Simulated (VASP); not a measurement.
# Be16C (a cell with a defect) in VASP: single point with PBEsol

Aim: the single point of Be16C (a cell with a defect) with PBEsol.

Program: VASP 6.6.1. These are calculated values, not measurements. Logs are shortened: lines on timing, memory, paths and dates and some standing lists are left out, and cuts for length are marked.

## 1. The cell of the first run

The cell holds a defect, 17 atoms: a = 4.580 Å, b = 3.966 Å, c = 7.177 Å, α = 90.00°, β = 90.00°, γ = 90.00°.

## 2. Single point, PBEsol

Contents of INCAR:

```
SYSTEM = Be16C
ALGO = Normal ; EDIFF = 1E-7
ENCUT = 520 ; GGA = PS
ISIF = 2 ; ISMEAR = 0
LASPH = .TRUE. ; LCHARG = .FALSE.
LREAL = Auto ; LWAVE = .FALSE.
NBANDS = 32 ; NELM = 100
PREC = Accurate ; SIGMA = 0.15
```

Contents of KPOINTS:

```
k-points
0
G
  5 6 4
  0 0 0
```

Contents of POSCAR:

```
Be16C
1.0
   -2.2900000000     -3.9663960000      0.0000000000
    3.4350000000     -1.9831980000      0.0000000000
    0.0000000000      0.0000000000      7.1768600000
Be C
16 1
Direct
    0.7502989335      0.4750112250     -0.0009534810
    0.4485542393      0.3682664361      0.2521297615
    0.7501948756      0.4750766420      0.5045083783
    0.4969553554      0.3343152151      0.7521460639
    0.4979847411      0.0011094781      0.0108408134
    0.2502609086      0.8276516683      0.2524974710
    0.4980343392      0.0008327909      0.4940755428
    0.2502398119      0.8442262502      0.7524088529
    0.2503206523      0.5309299254     -0.0041190716
    0.0519253454      0.3684032143      0.2520358485
    0.2501970371      0.5303572678      0.5088088663
    0.0035385191      0.3343165091      0.7521254420
    0.0025538948      0.0010746490      0.0108257650
    0.7501985069      0.7497378693      0.2514808705
    0.0023630462      0.0008431953      0.4939936128
    0.7502466152      0.8306139007      0.7521257207
    0.7502825070      0.1606372463      0.2522932034
```

Potentials or basis: VASP PAW PBE potentials, release 64 (Be, C).

On the command line:

```sh
cat potpaw_PBE.64/Be/POTCAR potpaw_PBE.64/C/POTCAR > POTCAR
mpirun -np 1 vasp_std > vasp.out
```

OUTCAR:

```text
SYSTEM = Be16C
   EDIFF = 1E-7
   ENCUT = 520
   GGA = PS
   ISIF = 2
   ISMEAR = 0
   LASPH = .TRUE.
   LREAL = Auto
   NELM = 100
   PREC = Accurate

 ion  position               nearest neighbor table
   1  0.750  0.475  0.999-  14 2.11  12 2.19   4 2.19  17 2.20  13 2.21   5 2.21  16 2.26   9 2.30
                             9 2.30  10 2.32   2 2.32  13 2.39   5 2.39
   2  0.449  0.368  0.252-  17 1.61  10 1.82   6 2.04  14 2.05   9 2.15  11 2.15   5 2.27   7 2.28
                             3 2.32   1 2.32   6 2.33
   3  0.750  0.475  0.505-  14 2.12   4 2.19  12 2.19  17 2.20   7 2.21  15 2.21  16 2.27  11 2.30
                            11 2.30   2 2.32  10 2.32   7 2.38  15 2.39
   4  0.497  0.334  0.752-   1 2.19   3 2.19  11 2.22   9 2.22   8 2.25  12 2.26   7 2.28   5 2.28
                            16 2.28  16 2.31   8 2.32  12 2.32
   5  0.498  0.001  0.011-  17 2.18   6 2.18   9 2.19   1 2.21   8 2.26  13 2.27   2 2.27   4 2.28
                            16 2.29  14 2.30  13 2.31   1 2.39
   6  0.250  0.828  0.252-  10 2.04   2 2.04  15 2.18   7 2.18   5 2.18  13 2.18  11 2.19   9 2.19
                            14 2.31  14 2.31   2 2.33  10 2.33
   7  0.498  0.001  0.494-  17 2.18   6 2.18  11 2.19   3 2.21   8 2.26  15 2.27   4 2.28   2 2.28
                            16 2.28  15 2.31  14 2.31   3 2.38
   8  0.250  0.844  0.752-   9 2.14  11 2.15  12 2.25   4 2.25   7 2.26  13 2.26  15 2.26   5 2.26
                            16 2.29  16 2.29  12 2.32   4 2.32
   9  0.250  0.531  0.996-   8 2.14  10 2.15   2 2.15   5 2.19  13 2.19   6 2.19   4 2.22  12 2.22
                             1 2.30   1 2.30
  10  0.052  0.368  0.252-  17 1.61   2 1.82   6 2.04  14 2.05   9 2.15  11 2.15  13 2.27  15 2.28
                             3 2.32   1 2.32   6 2.33
  11  0.250  0.530  0.509-   8 2.15   2 2.15  10 2.15   6 2.19   7 2.19  15 2.19  12 2.22   4 2.22
                             3 2.30   3 2.30
  12  0.004  0.334  0.752-   1 2.19   3 2.19  11 2.22   9 2.22   8 2.25   4 2.26  15 2.28  13 2.28
                            16 2.28  16 2.31   8 2.32   4 2.32
  13  0.003  0.001  0.011-  17 2.18   6 2.18   9 2.19   1 2.21   8 2.26   5 2.27  10 2.27  12 2.28
                            16 2.29  14 2.30   5 2.31   1 2.39
  14  0.750  0.750  0.251-  17 1.63  10 2.05   2 2.05   1 2.11   3 2.12   5 2.30  13 2.30   6 2.31
                             6 2.31  15 2.31   7 2.31
  15  0.002  0.001  0.494-  17 2.18   6 2.18  11 2.19   3 2.21   8 2.26   7 2.27  12 2.28  10 2.28
                            16 2.29   7 2.31  14 2.31   3 2.39
  16  0.750  0.831  0.752-   1 2.26   3 2.27   7 2.28  12 2.28   4 2.28  15 2.29  13 2.29   5 2.29
                             8 2.29   8 2.29   4 2.31  12 2.31
  17  0.750  0.161  0.252-  10 1.61   2 1.61  14 1.63   5 2.18  13 2.18  15 2.18   7 2.18   3 2.20
                             1 2.20

  LATTYP: Found a simple orthorhombic cell.
 ALAT       =     3.9663962620
 B/A-ratio  =     1.1547004875
 C/A-ratio  =     1.8094157835

  Lattice vectors:

 A1 = (  -3.4350000000,   1.9831980000,   0.0000000000)
 A2 = (  -2.2900000000,  -3.9663960000,   0.0000000000)
 A3 = (   0.0000000000,   0.0000000000,   7.1768600000)

Analysis of symmetry for initial positions (statically):
=====================================================================
 Subroutine PRICEL returns:
 Original cell was already a primitive cell.

 Routine SETGRP: Setting up the symmetry group for a
 simple orthorhombic supercell.

 Subroutine GETGRP returns: Found  1 space group operations
 (whereof  1 operations were pure point group operations)
 out of a pool of  8 trial point group operations.

The static configuration has the point symmetry C_1 .

Analysis of symmetry for dynamics (positions and initial velocities):
=====================================================================
 Subroutine PRICEL returns:
 Original cell was already a primitive cell.

 Routine SETGRP: Setting up the symmetry group for a
 simple orthorhombic supercell.

 Subroutine GETGRP returns: Found  1 space group operations
 (whereof  1 operations were pure point group operations)
 out of a pool of  8 trial point group operations.

The dynamic configuration has the point symmetry C_1 .

 Subroutine INISYM returns: Found  1 space group operations
 (whereof  1 operations are pure point group operations),
 and found     1 'primitive' translations

----------------------------------------------------------------------------------------

                                     Primitive cell

  volume of cell :     130.3755

[... 56 lines left out ...]

  Cartesian coordinates                     Fractional coordinates (reciprocal lattice)
    -0.021834061 -0.037817707  0.000000000     0.200000000  0.000000000  0.000000000
     0.036390102 -0.021009837  0.000000000    -0.000000000  0.166666667  0.000000000
     0.000000000  0.000000000  0.034834175     0.000000000  0.000000000  0.250000000

  Length of vectors
     0.043668125  0.042019671  0.034834175

  Shift w.r.t. Gamma in fractional coordinates (k-lattice)
     0.000000000  0.000000000  0.000000000

 Subroutine IBZKPT returns following result:
 ===========================================

 Found     62 irreducible k-points:

 Following reciprocal coordinates:
            Coordinates               Weight
  0.000000  0.000000  0.000000      1.000000
  0.200000  0.000000  0.000000      2.000000
  0.400000  0.000000  0.000000      2.000000
  0.000000  0.166667  0.000000      2.000000
  0.200000  0.166667  0.000000      2.000000
 -0.200000  0.166667  0.000000      2.000000
[... 16 lines left out ...]
  0.000000  0.166667 -0.250000      2.000000
  0.200000  0.166667  0.250000      2.000000
 [... further k-points ...]
   k-points           NKPTS =     62   k-points in BZ     NKDIM =     62   number of bands    NBANDS=     32
   number of dos      NEDOS =    301   number of ions     NIONS =     17
   total plane-waves  NPLWV =  58320
   dimension x,y,z NGX =    36 NGY =   30 NGZ =   54
   dimension x,y,z NGXF=    72 NGYF=   60 NGZF=  108
   ions per type =              16   1
   NGX,Y,Z   is equivalent  to a cutoff of  13.07, 12.57, 12.51 a.u.
   NGXF,Y,Z  is equivalent  to a cutoff of  26.13, 25.15, 25.02 a.u.
 SYSTEM =  Be16C
   PREC   = accura    normal or accurate (medium, high low for compatibility)
   ISTART =      0    job   : 0-new  1-cont  2-samecut
   ICHARG =      2    charge: 1-file 2-atom 10-const
   ISPIN  =      1    spin polarized calculation?
   LNONCOLLINEAR =      F non collinear calculations
   LSORBIT =      F    spin-orbit coupling
   LASPH  =      T    aspherical Exc in radial PAW
   ENCUT  =  520.0 eV  38.22 Ry    6.18 a.u.   8.52  7.37 13.34*2*pi/ulx,y,z
   NELM   =    100;   NELMIN=  2; NELMDL= -5     # of ELM steps
   EDIFF  = 0.1E-06   stopping-criterion for ELM
   LREAL  =      T    real-space projection
   EDIFFG = 0.1E-05   stopping-criterion for IOM
   NSW    =      0    number of steps for IOM
   IBRION =     -1    ionic relax: 0-MD 1-quasi-New 2-CG
   NFREE  =      0    steps in history (QN), initial steepest desc. (CG)
   ISIF   =      2    stress and relaxation
   ISYM   =      2    0-nonsym 1-usesym 2-fastsym
   POTIM  = 0.5000    time-step for ionic-motion
   TEBEG  =    0.0;   TEEND  =   0.0 temperature during run
   PSTRESS=    0.0 pullay stress
   NELECT =      36.0000    total number of electrons
   NUPDOWN=      -1.0000    fix difference up-down
   EMIN   =  10.00;   EMAX   =-10.00  energy-range for DOS
   EFERMI =   0.00;   METHOD = LEGACY
   ISMEAR =     0;   SIGMA  =   0.15  broadening in eV -4-tet -1-fermi 0-gaus
   EFERMI_NEDOS =   21; number of points for ismear=-14 and -15
   IALGO  =     38    algorithm
   IMIX   =      4    mixing-type and parameters
     AMIX     =   0.40;   BMIX     =  1.00
     AMIX_MAG =   1.60;   BMIX_MAG =  1.00
  volume/ion in A,a.u.               =       7.67        51.75
  Fermi-wavevector in a.u.,A,eV,Ry     =   1.066049  2.014540 15.462471  1.136460
  Thomas-Fermi vector in A             =   2.201620
   LORBIT       =      0    0 simple, 1 ext, 2 COOP (PROOUT), +10 PAW based schemes
   GGA     = PS    functional components
   LHFCALC =     F    Hartree Fock is set to
   AEXX    =    0.0000 exact exchange contribution
   IVDW    =     0    specifies the selected vdW correction
   LEPSILON=     F    determine dielectric tensor
   LRPA    =     F    only Hartree local field effects (RPA)
 non-spin polarized calculation
 Gauss-broadening in eV      SIGMA  =   0.15
  energy-cutoff  :      520.00
  volume of cell :      130.38
 maximum number of plane-waves:      3532
 NGX is ok and might be reduce to    36
   NGX = 17   NGY = 15   NGZ = 27

 number of electron      36.0000000 magnetization

 Free energy of the ion-electron system (eV)
  ---------------------------------------------------
  ext. energy  EPLUGINS =         0.00000000
  ---------------------------------------------------
  free energy    TOTEN  =       -68.53899469 eV

  energy without entropy =      -68.50067731  energy(sigma->0) =      -68.51983600

 E-fermi :   7.4065     XC(G=0): -10.7687

 val. band max:        7.3981894787   @ k =   0.2000   0.5000   0.0000
 cond. band min:       7.4140393665   @ k =   0.2000   0.3333   0.0000
 fundamental gap:      0.0158498878
 Fermi energy:         7.4065490207

 k-point     1 :       0.0000    0.0000    0.0000
  band No.  band energies     occupation
      1      -6.5672      2.00000
      2      -2.9482      2.00000
      3      -2.3862      2.00000
      4      -0.5278      2.00000
      5       0.0611      2.00000
      6       0.8744      2.00000
[... 781 lines left out ...]
     29      12.3893      0.00000
     30      12.6838      0.00000

 [... further k-points ...]

 [bands above 30 left out]

------------------------ aborting loop because EDIFF is reached ----------------------------------------

  FORCE on cell =-STRESS in cart. coord.  units (eV):
  Direction    XX          YY          ZZ          XY          YZ          ZX
  --------------------------------------------------------------------------------------
  -------------------------------------------------------------------------------------
  Total        9.1248210     11.4432192     -3.2751748      2.0044472      0.0186703      0.0002402
  in kB      112.1344128    140.6250780    -40.2484392     24.6325394      0.2294378      0.0029518
  external PRESSURE =      70.8370172 kB  Pullay stress =       0.0000000 kB

 VOLUME and BASIS-vectors are now :
 -----------------------------------------------------------------------------
  energy-cutoff  :      520.00
  volume of cell :      130.38
      direct lattice vectors                 reciprocal lattice vectors
    -2.290000000 -3.966396000  0.000000000    -0.109170306 -0.189088533  0.000000000
     3.435000000 -1.983198000  0.000000000     0.218340611 -0.126059022  0.000000000
     0.000000000  0.000000000  7.176860000     0.000000000  0.000000000  0.139336702

 POSITION                                       TOTAL-FORCE (eV/Angst)
 -----------------------------------------------------------------------------------
     -0.08652     -3.91802      7.17002         0.015820     -0.009298     -0.002005
      0.23781     -2.50949      1.80950         0.038527      0.034542      0.006685
     -0.08606     -3.91774      3.62079         0.005497     -0.003164      0.004051
      0.01035     -2.63413      5.39805         0.003010      0.004079      0.001262
     -1.13657     -1.97740      0.07780        -0.003144     -0.004319     -0.002157
      2.26989     -2.63403      1.81214         0.001326     -0.000838     -0.005909
[... 9 lines left out ...]
      1.13509     -4.62305      5.39790         0.002623     -0.001702      0.002266
     -1.16636     -3.29449      1.81067        -0.007341      0.005336      0.006528
 -----------------------------------------------------------------------------------
    total drift:                               -0.001529      0.002394     -0.001512

  FREE ENERGIE OF THE ION-ELECTRON SYSTEM (eV)
  ---------------------------------------------------
  free  energy   TOTEN  =       -68.5389946863 eV

  energy  without entropy=      -68.5006773140  energy(sigma->0) =      -68.51983600
```

It took 6.9 min on 1 thread of Oxide Virtual Turin-like, shared host; peak memory 0.28 GiB.

Results:

- Free energy: -68.5390 eV
- Pressure: 7.1 GPa
- Largest force: 0.052 eV/Å
- Band gap on the k mesh: zero (bands 18 and 19 overlap by 0.50 eV)

Forces in eV/Å, atoms in the order of the input:
```
Be   0.016 -0.009 -0.002
Be   0.039  0.035  0.007
Be   0.005 -0.003  0.004
Be   0.003  0.004  0.001
Be  -0.003 -0.004 -0.002
Be   0.001 -0.001 -0.006
Be  -0.001 -0.002 -0.011
Be  -0.001  0.001 -0.003
Be  -0.012  0.007 -0.010
Be  -0.011 -0.051  0.006
Be  -0.003  0.002  0.001
Be  -0.002 -0.005  0.001
Be   0.002  0.005 -0.002
Be  -0.029  0.016  0.018
Be   0.002  0.002 -0.011
Be   0.003 -0.002  0.002
C   -0.007  0.005  0.007
```

Caveat: the PAW data sets were made with another functional, which shifts forces and pressure a little.
